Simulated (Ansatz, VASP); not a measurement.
## One calculation of SnO2, two programs

```
Sn O
1.0
     1.61709    0.93363    4.80059
    -1.61709    0.93363    4.80059
     0.00000   -1.86726    4.80059
Sn O
1 2
Direct
  0.50000 0.50000 0.50000
  0.76283 0.76283 0.76283
  0.23717 0.23717 0.23717
```

Alike in both runs: functional r2SCAN; k mesh 10 × 10 × 10; occupations fermi-dirac, width 0.05 eV; no spin polarisation.

|  | VASP | Ansatz |
| --- | --- | --- |
| version | VASP 6.6.1 | Ansatz 0.2.0 |
| potentials or method | VASP PAW PBE potentials, release 64 (Sn_d, O) | Ansatz PAW |
| plane-wave cutoff (eV) | 520 | 500 |
| valence electrons in the cell | 26 | 26 |
| task | single point | band structure |

Ansatz gave:

```
gap on the k mesh at the Fermi level (eV)                     : 2.43
least direct gap on the mesh (eV)                             : 2.55
pressure (GPa)                                                : -7.2
traceless stress, the component that is largest in VASP (GPa) : 1.07
rms of the force components (eV/Å)                            : 0.298
```

Question: Which values does VASP return?

Answer: gap on the k mesh at the Fermi level (eV): 2.43; least direct gap on the mesh (eV): 2.54; pressure (GPa): -6.3; traceless stress, the component that is largest in VASP (GPa): 0.51; rms of the force components (eV/Å): 0.261.

VASP's potentials were made for PBE, not for r2SCAN. Atom by atom the forces differ by 0.037 eV/Å (rms over components).
